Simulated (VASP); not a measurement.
Ag: single point with r2SCAN

Crystal: Ag.

```
Ag
1.0
     2.90370    0.00000    0.00000
    -1.45185    2.51467    0.00000
     0.00000    0.00000    4.74785
Ag
2
Direct
  0.33333 0.66667 0.25000
  0.66667 0.33333 0.75000
```

This isn't the form of Ag at room conditions, which is fcc.

- Program: VASP 6.6.1
- Task: single point
- Functional: r2SCAN
- Potentials or basis: VASP PAW PBE potentials, release 64 (Ag)
- Cutoff: 520 eV
- k mesh: 18 × 18 × 10
- Occupations: gaussian, width 0.1 eV
- Spin: no spin polarisation

```
Pressure               : 0.1 GPa
Band gap on the k mesh : zero (bands 11 and 12 overlap by 7.93 eV)
```

Levels at points of the mesh, in eV from the Fermi level:
```
           k point  band 7  band 8  band 9  band 10  band 11  band 12  band 13  band 14  band 15  band 16
(0.00, 0.00, 0.00)   -4.75   -4.40   -4.40    -3.40    -3.40    -0.28     3.60    16.26    18.20    18.50
(0.50, 0.00, 0.00)   -4.03   -3.26   -3.21    -3.12     0.14     1.56     7.13     7.37     9.62    10.66
(0.00, 0.00, 0.50)   -4.71   -4.71   -3.71    -3.71    -3.71    -3.71    11.41    11.41    16.63    16.63
(0.50, 0.00, 0.50)   -3.43   -3.43   -3.18    -3.18     0.88     0.88     4.66     4.66    14.05    14.05
```

Wall time 3.8 min on 1 thread of Intel(R) Xeon(R) Platinum 8488C (Sapphire Rapids) (shared host), peak memory 0.24 GiB.

Caveat: the PAW data sets were made with another functional, which shifts forces and pressure a little.
